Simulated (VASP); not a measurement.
Crystal: Na2IF.

```
CELL_PARAMETERS angstrom
1.99850 1.15383 6.41279
-1.99850 1.15383 6.41279
0.00000 -2.30767 6.41279
ATOMIC_POSITIONS crystal
F 0.00000 0.00000 0.00000
I 0.50000 0.50000 0.50000
Na 0.27280 0.27280 0.27280
Na 0.72720 0.72720 0.72720
```

Base run:

```yaml
Program: VASP 6.6.1
Functional: r2SCAN
Potentials_or_basis: VASP PAW PBE potentials, release 64 (F, I, Na_pv)
Cutoff: 520 eV
k_mesh: 6 × 6 × 6
Occupations: gaussian, width 0.01 eV
Spin: no spin polarisation
```

Its results: band gap on the k mesh 2.52 eV; pressure -0.2 GPa.

The run is repeated on the same cell with these changes: functional from r2SCAN to PBE. What comes out?

Band gap on the k mesh 1.94 eV; pressure 1.0 GPa.

Caveats: spin-orbit coupling is left out, which moves the levels of the heavy elements; the PAW data sets were made with another functional, which shifts forces and pressure a little (at least some runs).

A k mesh can miss the band edges.
